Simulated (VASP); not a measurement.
# Ti (Im-3m) in VASP: notebook, part 2 of 2

VASP 6.6.1.

### Step 3. Relaxation of cell and atoms, PBEsol

This run uses another cell than the first one, of 17.68 Å³/atom.

Input file INCAR:

```
PREC     = Accurate       # precision mode
ENCUT    = 600            # plane-wave cutoff, eV
EDIFF    = 1E-6           # SCF threshold, eV
ISMEAR   = 0              # smearing method
SIGMA    = 0.1            # smearing width, eV
LREAL    = F              # projectors in reciprocal space
LASPH    = T              # aspherical terms in the spheres
NELM     = 100            # most SCF steps
ALGO     = Fast           # electronic algorithm
ISIF     = 3              # what is computed and relaxed
LWAVE    = F              # write WAVECAR
LCHARG   = F              # write CHGCAR
GGA      = PS             # functional
IBRION   = 2              # ionic algorithm
NSW      = 90             # ionic steps
EDIFFG   = -0.04          # ionic threshold
```

Input file KPOINTS:

```
Automatic mesh
0
Gamma
  8 8 8
```

Input file POSCAR:

```
Ti
1.0
   -1.6410000000      1.6410000000      1.6410000000
    1.6410000000     -1.6410000000      1.6410000000
    1.6410000000      1.6410000000     -1.6410000000
Ti
1
Direct
    0.0000000000      0.0000000000      0.0000000000
```

Potentials or basis: VASP PAW PBE potentials, release 64 (Ti_sv).

The run is started by

```
> cat potpaw_PBE.64/Ti_sv/POTCAR > POTCAR
> mpirun -np 1 vasp_std > vasp.out
```

OUTCAR:

```text
PREC = Accurate
   ENCUT = 600
   EDIFF = 1E-6
   ISMEAR = 0
   LREAL = F
   LASPH = T
   NELM = 100
   ISIF = 3
   GGA = PS
   IBRION = 2
   NSW = 90
   EDIFFG = -0.04

 ion  position               nearest neighbor table
   1  0.000  0.000  0.000-

  LATTYP: Found a body centered cubic cell.
 ALAT       =     3.2820000000

  Lattice vectors:

 A1 = (  -1.6410000000,   1.6410000000,   1.6410000000)
 A2 = (   1.6410000000,  -1.6410000000,   1.6410000000)
 A3 = (   1.6410000000,   1.6410000000,  -1.6410000000)

Analysis of symmetry for initial positions (statically):
=====================================================================
 Subroutine PRICEL returns:
 Original cell was already a primitive cell.

 Routine SETGRP: Setting up the symmetry group for a
 body centered cubic supercell.

 Subroutine GETGRP returns: Found 48 space group operations
 (whereof 48 operations were pure point group operations)
 out of a pool of 48 trial point group operations.

The static configuration has the point symmetry O_h .

Analysis of symmetry for dynamics (positions and initial velocities):
=====================================================================
 Subroutine PRICEL returns:
 Original cell was already a primitive cell.

 Routine SETGRP: Setting up the symmetry group for a
 body centered cubic supercell.

 Subroutine GETGRP returns: Found 48 space group operations
 (whereof 48 operations were pure point group operations)
 out of a pool of 48 trial point group operations.

The dynamic configuration has the point symmetry O_h .

 Subroutine INISYM returns: Found 48 space group operations
 (whereof 48 operations are pure point group operations),
 and found     1 'primitive' translations

----------------------------------------------------------------------------------------

                                     Primitive cell
[... 128 lines left out ...]

--------------------------------------- Ionic step        1  -------------------------------------------

 number of electron      12.0000001 magnetization

 Free energy of the ion-electron system (eV)
  ---------------------------------------------------
  ext. energy  EPLUGINS =         0.00000000
  ---------------------------------------------------
  free energy    TOTEN  =        -8.21674068 eV

  energy without entropy =       -8.20495661  energy(sigma->0) =       -8.21084864

------------------------ aborting loop because EDIFF is reached ----------------------------------------

  FORCE on cell =-STRESS in cart. coord.  units (eV):
  Direction    XX          YY          ZZ          XY          YZ          ZX
  --------------------------------------------------------------------------------------
  -------------------------------------------------------------------------------------
  Total       -0.7874476     -0.7874476     -0.7874476     -0.0000000     -0.0000000      0.0000000
  in kB      -71.3750642    -71.3750642    -71.3750642     -0.0000000     -0.0000000      0.0000000
  external PRESSURE =     -71.3750642 kB  Pullay stress =       0.0000000 kB
[... 57 lines left out ...]
--------------------------------------- Ionic step        3  -------------------------------------------

 number of electron      12.0000001 magnetization

 Free energy of the ion-electron system (eV)
  ---------------------------------------------------
  ext. energy  EPLUGINS =         0.00000000
  ---------------------------------------------------
  free energy    TOTEN  =        -8.24417199 eV

  energy without entropy =       -8.23352230  energy(sigma->0) =       -8.23884714

 E-fermi :   8.4798     XC(G=0): -11.8770

 val. band max:        8.4604555004   @ k =   0.2500   0.2500   0.0000
 cond. band min:       8.4847587685   @ k =  -0.2500   0.2500   0.2500
 fundamental gap:      0.0243032681
 Fermi energy:         8.4797654113

 k-point     1 :       0.0000    0.0000    0.0000
  band No.  band energies     occupation
      1     -47.7090      2.00000
      2     -23.5945      2.00000
      3     -23.5945      2.00000
      4     -23.5945      2.00000
      5       2.4343      2.00000
      6       9.5191      0.00000
      7       9.5191      0.00000
      8       9.5191      0.00000
      9      11.4058      0.00000
     10      11.4058      0.00000
[... 287 lines left out ...]
 k-point    24 :      -0.3750    0.3750    0.2500
  band No.  band energies     occupation
      1     -47.5083      2.00000
      2     -24.1867      2.00000
      3     -23.9557      2.00000
      4     -23.8842      2.00000
      5       6.6920      2.00000
      6       7.5876      2.00000
      7       9.8644      0.00000
      8      10.3943      0.00000
      9      12.1195      0.00000
     10      13.2789      0.00000

 [... further k-points ...]

------------------------ aborting loop because EDIFF is reached ----------------------------------------

  FORCE on cell =-STRESS in cart. coord.  units (eV):
  Direction    XX          YY          ZZ          XY          YZ          ZX
  --------------------------------------------------------------------------------------
  -------------------------------------------------------------------------------------
  Total        0.0041545      0.0041545      0.0041545     -0.0000000      0.0000000     -0.0000000
  in kB        0.4032702      0.4032702      0.4032702     -0.0000000      0.0000000     -0.0000000
  external PRESSURE =       0.4032702 kB  Pullay stress =       0.0000000 kB
[... 16 lines left out ...]
  FREE ENERGIE OF THE ION-ELECTRON SYSTEM (eV)
  ---------------------------------------------------
  free  energy   TOTEN  =        -8.2441719865 eV

  energy  without entropy=       -8.2335223028  energy(sigma->0) =       -8.23884714

 reached required accuracy - stopping structural energy minimisation
```

Wall time 29 s (1 thread of AMD EPYC 9R45 (Zen 5), shared host); peak memory 0.12 GiB.

Results:

| Quantity | Value |
| --- | --- |
| Free energy | -8.2442 eV |
| Relaxed volume | 16.51 Å³/atom |
| Relaxed cell | a = 2.778 Å, b = 2.778 Å, c = 2.778 Å, α = 109.47°, β = 109.47°, γ = 109.47° |
| Space group after relaxing (to 0.1 Å) | Im-3m (No. 229) |
| Energy gained by relaxing | 27.4 meV/atom |
| Ionic steps | 3 |
| Pressure after relaxing | 0.0 GPa |
| Band gap on the k mesh | zero (bands 6 and 7 overlap by 1.65 eV) |

The path:
```tsv
step	energy change (eV)	largest force (eV/Å)	pressure (GPa)	volume (Å³)
1	0.0000	0.0000	-7.14	17.68
2	-0.0138	0.0000	5.88	15.74
3	-0.0274	0.0000	0.04	16.51
```

Final structure:
```xyz
1
Lattice="-1.6040 1.6040 1.6040 1.6040 -1.6040 1.6040 1.6040 1.6040 -1.6040" Properties=species:S:1:pos:R:3 pbc="T T T"
Ti    0.0000    0.0000    0.0000
```

Caveat: the PAW data sets were made with another functional, which shifts forces and pressure a little.

### Step 4. Single point, PBEsol

Input file INCAR:

```
PREC = Accurate
ENCUT = 520
EDIFF = 1E-6
ISMEAR = 0
SIGMA = 0.1
LREAL = F
LASPH = T
NELM = 60
ALGO = Normal
ISIF = 2
LWAVE = F
LCHARG = F
GGA = PS
NBANDS = 12
```

Input file KPOINTS:

```
regular mesh
0
Gamma
  24 24 24
```

Input file POSCAR:

```
Ti
1.0
   -1.6046225609      1.6046225609      1.6046225609
    1.6046225609     -1.6046225609      1.6046225609
    1.6046225609      1.6046225609     -1.6046225609
Ti
1
Direct
    0.0000000000      0.0000000000      0.0000000000
```

The run is started by

```
> cat potpaw_PBE.64/Ti_sv/POTCAR > POTCAR
> mpirun -np 1 vasp_std > vasp.out
```

Run time: 35 s. Hardware: 1 thread of AMD EPYC 9R45 (Zen 5), shared host; peak memory 0.17 GiB.

It converged, with:

- Free energy: -8.2411 eV
- Pressure: -0.2 GPa
- Band gap on the k mesh: zero (bands 6 and 7 overlap by 1.73 eV)

Levels at points of the mesh, in eV from the Fermi level:
```csv
k point,band 4,band 5,band 6,band 7,band 8,band 9
"(0.00, 0.00, 0.00)",-32.09,-6.06,1.03,1.03,1.03,2.91
"(0.50, 0.00, 0.00)",-32.09,-2.58,-0.46,1.31,2.91,3.28
"(0.50, 0.50, 0.50)",-32.63,-2.27,-2.27,4.19,4.19,4.19
```

Caveat: the PAW data sets were made with another functional, which shifts forces and pressure a little.

### Step 5. Overview

| task | cell | k mesh | cutoff (eV) | gap on the mesh (eV) | pressure (GPa) |
| --- | --- | --- | --- | --- | --- |
| single point | a = 2.780 Å, angles 109.5°, 1 atom | 8 × 8 × 8 | 520 | none | -0.4 |
| relaxation of cell and atoms | relaxed from a = 2.842 Å, angles 109.5°, 1 atom | 8 × 8 × 8 | 600 | none | 0.0 |
| single point | a = 2.779 Å, angles 109.5°, 1 atom | 24 × 24 × 24 | 520 | none | -0.2 |

Alike in all rows: level PBEsol; potentials or basis VASP PAW PBE potentials, release 64 (Ti_sv); no spin polarisation; smearing gaussian 0.1 eV.

Caveats: the PAW data sets were made with another functional, which shifts forces and pressure a little.

Total energies depend on the potentials used, so only differences within one code and one set of settings carry meaning.
